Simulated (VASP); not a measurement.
# SiW6 in VASP: further runs

The runs below take SiW6 through single point, with PBE+D3(BJ).

All numbers are computed with VASP 6.6.1; they aren't measurements. Logs are shortened: lines on timing, memory, paths and dates and some standing lists are left out, and cuts for length are marked.

## 1. The cell of the first run

The cell holds a slab with vacuum, 7 atoms: a = 4.468 Å, b = 4.468 Å, c = 21.726 Å, α = 90.00°, β = 90.00°, γ = 120.00°.

## 2. Single point, PBE+D3(BJ)

INCAR reads:

```
PREC = Accurate
ENCUT = 520
EDIFF = 1E-6
ISMEAR = 0
SIGMA = 0.1
LREAL = F
LASPH = T
NELM = 60
ALGO = Normal
ISIF = 2
LWAVE = F
LCHARG = F
LDIPOL = T
IDIPOL = 3
DIPOL = 0.5 0.5 0.320
GGA = PE
IVDW = 12
NBANDS = 53
```

KPOINTS reads:

```
Automatic mesh
0
Gamma
  6 6 1
```

POSCAR reads:

```
SiW6
1.0
    4.4682526324      0.0000000000      0.0000000000
   -2.2341263162      3.8696202902      0.0000000000
    0.0000000000      0.0000000000     21.7259061349
W Si
6 1
Direct
    0.6666666667      0.3333333333      0.1841119986
    0.3333333333      0.6666666667      0.2260931360
    0.0000000000      0.0000000000      0.2680742733
    0.6666666667      0.3333333333      0.3070897866
    0.3333333333      0.6666666667      0.3466976876
    0.0000000000      0.0000000000      0.3832248047
    0.2222222222      0.4444444444      0.5259116036
```

Potentials or basis: VASP PAW PBE potentials, release 64 (W_sv, Si).

Launch:

```console
$ cat potpaw_PBE.64/W_sv/POTCAR potpaw_PBE.64/Si/POTCAR > POTCAR
$ mpirun -np 1 vasp_std > vasp.out
```

OUTCAR:

```text
PREC = Accurate
   ENCUT = 520
   EDIFF = 1E-6
   ISMEAR = 0
   LREAL = F
   LASPH = T
   NELM = 60
   ISIF = 2
   GGA = PE
   IVDW = 12
 IVDW          = 12

 ion  position               nearest neighbor table
   1  0.667  0.333  0.184-   4 2.67   2 2.74   2 2.74   2 2.74   3 3.16   3 3.16   3 3.16
   2  0.333  0.667  0.226-   5 2.62   3 2.74   3 2.74   3 2.74   1 2.74   1 2.74   1 2.74   4 3.12
                             4 3.12   4 3.12
   3  0.000  0.000  0.268-   6 2.50   4 2.72   4 2.72   4 2.72   2 2.74   2 2.74   2 2.74   5 3.09
                             5 3.09   5 3.09   1 3.16   1 3.16   1 3.16
   4  0.667  0.333  0.307-   1 2.67   3 2.72   3 2.72   3 2.72   5 2.72   5 2.72   5 2.72   6 3.06
                             6 3.06   6 3.06   2 3.12   2 3.12   2 3.12
   5  0.333  0.667  0.347-   2 2.62   6 2.70   6 2.70   6 2.70   4 2.72   4 2.72   4 2.72   3 3.09
                             3 3.09   3 3.09
   6  0.000  0.000  0.383-   3 2.50   5 2.70   5 2.70   5 2.70   4 3.06   4 3.06   4 3.06
   7  0.222  0.444  0.526-

  LATTYP: Found a hexagonal cell.
 ALAT       =     4.4682526324
 C/A-ratio  =     4.8622824004

  Lattice vectors:

 A1 = (   4.4682526324,   0.0000000000,   0.0000000000)
 A2 = (  -2.2341263162,   3.8696202902,   0.0000000000)
 A3 = (   0.0000000000,   0.0000000000,  21.7259061349)

Analysis of symmetry for initial positions (statically):
=====================================================================
 Subroutine PRICEL returns:
 Original cell was already a primitive cell.

 Routine SETGRP: Setting up the symmetry group for a
 hexagonal supercell.

 Subroutine GETGRP returns: Found  2 space group operations
 (whereof  2 operations were pure point group operations)
 out of a pool of 24 trial point group operations.

The static configuration has the point symmetry C_1h.

Analysis of symmetry for dynamics (positions and initial velocities):
=====================================================================
 Subroutine PRICEL returns:
 Original cell was already a primitive cell.

 Routine SETGRP: Setting up the symmetry group for a
 hexagonal supercell.

 Subroutine GETGRP returns: Found  2 space group operations
 (whereof  2 operations were pure point group operations)
 out of a pool of 24 trial point group operations.

The dynamic configuration has the point symmetry C_1h.

 Subroutine INISYM returns: Found  2 space group operations
 (whereof  2 operations are pure point group operations),
 and found     1 'primitive' translations

----------------------------------------------------------------------------------------

                                     Primitive cell

  volume of cell :     375.6505

  direct lattice vectors                    reciprocal lattice vectors
     4.468252632  0.000000000  0.000000000     0.223801133  0.129211644  0.000000000
    -2.234126316  3.869620290  0.000000000     0.000000000  0.258423288  0.000000000
     0.000000000  0.000000000 21.725906135     0.000000000  0.000000000  0.046028000

  length of vectors
     4.468252632  4.468252632 21.725906135     0.258423288  0.258423288  0.046028000

  position of ions in fractional coordinates (direct lattice)
     0.666666667  0.333333333  0.184111999
     0.333333333  0.666666667  0.226093136
     0.000000000  0.000000000  0.268074273
     0.666666667  0.333333333  0.307089787
     0.333333333  0.666666667  0.346697688
     0.000000000  0.000000000  0.383224805
     0.222222222  0.444444444  0.525911604

  ion indices of the primitive-cell ions
   primitive index   ion index
                 1           1
                 2           2
                 3           3
                 4           4
                 5           5
                 6           6
                 7           7

----------------------------------------------------------------------------------------

 KPOINTS: Automatic mesh

Automatic generation of k-mesh.
 Grid dimensions read from file:
 generate k-points for:    6    6    1

 Generating k-lattice:

  Cartesian coordinates                     Fractional coordinates (reciprocal lattice)
     0.037300189  0.021535274  0.000000000     0.166666667  0.000000000  0.000000000
     0.000000000  0.043070548  0.000000000     0.000000000  0.166666667  0.000000000
     0.000000000  0.000000000  0.046028000     0.000000000  0.000000000  1.000000000

  Length of vectors
     0.043070548  0.043070548  0.046028000

  Shift w.r.t. Gamma in fractional coordinates (k-lattice)
     0.000000000  0.000000000  0.000000000

 Subroutine IBZKPT returns following result:
 ===========================================

 Found     13 irreducible k-points:

 Following reciprocal coordinates:
            Coordinates               Weight
  0.000000  0.000000  0.000000      1.000000
  0.166667 -0.000000  0.000000      4.000000
  0.000000  0.166667  0.000000      2.000000
  0.333333 -0.000000  0.000000      4.000000
  0.000000  0.333333  0.000000      2.000000
  0.500000 -0.000000  0.000000      2.000000
  0.000000  0.500000  0.000000      1.000000
  0.166667  0.166667  0.000000      4.000000
 -0.333333  0.166667  0.000000      2.000000
  0.333333  0.166667  0.000000      4.000000
 -0.166667  0.500000  0.000000      4.000000
  0.500000  0.333333  0.000000      4.000000
  0.333333  0.333333  0.000000      2.000000
   k-points           NKPTS =     13   k-points in BZ     NKDIM =     13   number of bands    NBANDS=     53
   number of dos      NEDOS =    301   number of ions     NIONS =      7
   total plane-waves  NPLWV = 209952
   dimension x,y,z NGX =    36 NGY =   36 NGZ =  162
   dimension x,y,z NGXF=    72 NGYF=   72 NGZF=  324
   ions per type =               6   1
   NGX,Y,Z   is equivalent  to a cutoff of  13.39, 13.39, 12.40 a.u.
   NGXF,Y,Z  is equivalent  to a cutoff of  26.79, 26.79, 24.79 a.u.
 SYSTEM =  unknown system
   PREC   = accura    normal or accurate (medium, high low for compatibility)
   ISTART =      0    job   : 0-new  1-cont  2-samecut
   ICHARG =      2    charge: 1-file 2-atom 10-const
   ISPIN  =      1    spin polarized calculation?
   LNONCOLLINEAR =      F non collinear calculations
   LSORBIT =      F    spin-orbit coupling
   LASPH  =      T    aspherical Exc in radial PAW
   ENCUT  =  520.0 eV  38.22 Ry    6.18 a.u.   8.31  8.31 40.40*2*pi/ulx,y,z
   NELM   =     60;   NELMIN=  2; NELMDL= -5     # of ELM steps
   EDIFF  = 0.1E-05   stopping-criterion for ELM
   LREAL  =      F    real-space projection
   EDIFFG = 0.1E-04   stopping-criterion for IOM
   NSW    =      0    number of steps for IOM
   IBRION =     -1    ionic relax: 0-MD 1-quasi-New 2-CG
   NFREE  =      0    steps in history (QN), initial steepest desc. (CG)
   ISIF   =      2    stress and relaxation
   ISYM   =      2    0-nonsym 1-usesym 2-fastsym
   POTIM  = 0.5000    time-step for ionic-motion
   TEBEG  =    0.0;   TEEND  =   0.0 temperature during run
   PSTRESS=    0.0 pullay stress
   NELECT =      88.0000    total number of electrons
   NUPDOWN=      -1.0000    fix difference up-down
   EMIN   =  10.00;   EMAX   =-10.00  energy-range for DOS
   EFERMI =   0.00;   METHOD = LEGACY
   ISMEAR =     0;   SIGMA  =   0.10  broadening in eV -4-tet -1-fermi 0-gaus
   EFERMI_NEDOS =   21; number of points for ismear=-14 and -15
   IALGO  =     38    algorithm
   IMIX   =      4    mixing-type and parameters
     AMIX     =   0.40;   BMIX     =  1.00
     AMIX_MAG =   1.60;   BMIX_MAG =  1.00
  volume/ion in A,a.u.               =      53.66       362.14
  Fermi-wavevector in a.u.,A,eV,Ry     =   1.009193  1.907099 13.857143  1.018471
  Thomas-Fermi vector in A             =   2.142107
   LORBIT       =      0    0 simple, 1 ext, 2 COOP (PROOUT), +10 PAW based schemes
   GGA     = PE    functional components
   LHFCALC =     F    Hartree Fock is set to
   AEXX    =    0.0000 exact exchange contribution
   IVDW    =    12    specifies the selected vdW correction
   LEPSILON=     F    determine dielectric tensor
   LRPA    =     F    only Hartree local field effects (RPA)
 non-spin polarized calculation
 Gauss-broadening in eV      SIGMA  =   0.10
  energy-cutoff  :      520.00
  volume of cell :      375.65
 maximum number of plane-waves:     10145
 NGX is ok and might be reduce to    36
   NGX = 17   NGY = 17   NGZ = 81

 dipolmoment           0.000000      0.000000     -0.606824 electrons x Angstroem

 number of electron      88.0000002 magnetization

 dipolmoment           0.000000      0.000000      0.062027 electrons x Angstroem

 Free energy of the ion-electron system (eV)
  ---------------------------------------------------
  ext. energy  EPLUGINS =         0.00000000
  ---------------------------------------------------
  free energy    TOTEN  =       -72.21610548 eV

  energy without entropy =      -72.17160818  energy(sigma->0) =      -72.19385683

 E-fermi :   0.3003     XC(G=0):  -5.4051

 val. band max:        0.2783623767   @ k =   0.5000   0.3333   0.0000
 cond. band min:       0.3035924439   @ k =   0.3333   0.1667   0.0000
 fundamental gap:      0.0252300672
 Fermi energy:         0.3003075269

 k-point     1 :       0.0000    0.0000    0.0000
  band No.  band energies     occupation
      1     -73.7084      2.00000
      2     -73.5862      2.00000
      3     -73.5609      2.00000
      4     -73.5189      2.00000
      5     -73.4195      2.00000
      6     -73.3505      2.00000
[... 45 lines left out ...]
     52       2.6896      0.00000
     53       2.7643      0.00000

 k-point     2 :       0.1667   -0.0000    0.0000
  band No.  band energies     occupation
      1     -73.6997      2.00000
      2     -73.5910      2.00000
      3     -73.5588      2.00000
      4     -73.5153      2.00000
      5     -73.4254      2.00000
      6     -73.3546      2.00000
[... 45 lines left out ...]
     52       2.5237      0.00000
     53       2.6170      0.00000
[... 558 lines left out ...]
     52       2.2020      0.00000
     53       2.2498      0.00000

 k-point    13 :       0.3333    0.3333    0.0000
  band No.  band energies     occupation
      1     -73.6581      2.00000
      2     -73.6167      2.00000
      3     -73.5509      2.00000
      4     -73.4957      2.00000
      5     -73.4541      2.00000
      6     -73.3702      2.00000
[... 45 lines left out ...]
     52       1.7597      0.00000
     53       1.9343      0.00000

------------------------ aborting loop because EDIFF is reached ----------------------------------------

 vacuum level on the upper side and lower side of the slab       (xc-potential included)         0.115        -0.481

 Edisp (eV)   -2.79858

 E8    (eV) :    -1.4680

  FORCE on cell =-STRESS in cart. coord.  units (eV):
  Direction    XX          YY          ZZ          XY          YZ          ZX
  --------------------------------------------------------------------------------------
  -------------------------------------------------------------------------------------
  Total      -7.42991    -8.05305    -7.14651     0.00000     0.04662     0.00000
  in kB     -31.68913   -34.34686   -30.48040     0.00000     0.19882     0.00000
  external pressure =      -32.17 kB  Pullay stress =        0.00 kB

 VOLUME and BASIS-vectors are now :
 -----------------------------------------------------------------------------
  energy-cutoff  :      520.00
  volume of cell :      375.65
      direct lattice vectors                 reciprocal lattice vectors
     4.468252632  0.000000000  0.000000000     0.223801133  0.129211644  0.000000000
    -2.234126316  3.869620290  0.000000000     0.000000000  0.258423288  0.000000000
     0.000000000  0.000000000 21.725906135     0.000000000  0.000000000  0.046028000

 POSITION                                       TOTAL-FORCE (eV/Angst)
 -----------------------------------------------------------------------------------
      2.23413      1.28987      4.00000         0.000000      0.064028      2.107266
     -0.00000      2.57975      4.91208        -0.000000     -0.025582     -0.789827
      0.00000      0.00000      5.82416        -0.000000      0.012881     -1.738970
      2.23413      1.28987      6.67180        -0.000000     -0.135838     -0.380322
     -0.00000      2.57975      7.53232        -0.000000     -0.232858      0.622088
      0.00000      0.00000      8.32591        -0.000000      0.362797      1.830646
      0.00000      1.71983     11.42591         0.000000     -0.045428     -1.650880
 -----------------------------------------------------------------------------------
    total drift:                               -0.000000      0.000054      0.000009

  FREE ENERGIE OF THE ION-ELECTRON SYSTEM (eV)
  ---------------------------------------------------
  free  energy   TOTEN  =       -75.0146888234 eV

  energy  without entropy=      -74.9701915244  energy(sigma->0) =      -74.99244017

 vacuum level on the upper side and lower side of the slab         4.705         4.100
```

It took 15 min on 1 thread of Intel Xeon 8259CL, shared host; peak memory 0.6 GiB.

What came out:

* Free energy: -75.0147 eV
* Largest force: 2.108 eV/Å
* Band gap on the k mesh: zero (bands 44 and 45 overlap by 0.37 eV)
* Dispersion energy per atom: -0.400 eV

Forces in eV/Å, atoms in the order of the input:
```
W    0.000  0.064  2.107
W    0.000 -0.026 -0.790
W    0.000  0.013 -1.739
W    0.000 -0.136 -0.380
W    0.000 -0.233  0.622
W    0.000  0.363  1.831
Si   0.000 -0.045 -1.651
```

Levels at points of the mesh, in eV from the Fermi level:
```csv
k point,band 42,band 43,band 44,band 45,band 46,band 47
"(0.00, 0.00, 0.00)",-1.06,-0.98,-0.44,0.80,1.42,1.61
"(0.50, 0.00, 0.00)",-0.62,-0.36,0.11,0.20,0.30,0.70
"(0.00, 0.50, 0.00)",-0.68,-0.32,-0.04,0.19,0.31,0.88
```

Caveat: spin-orbit coupling is left out, which moves the levels of the heavy elements.

[end of part 1 of 2]

The gap in the log of VASP goes by the Fermi energy; the results here count the filled bands.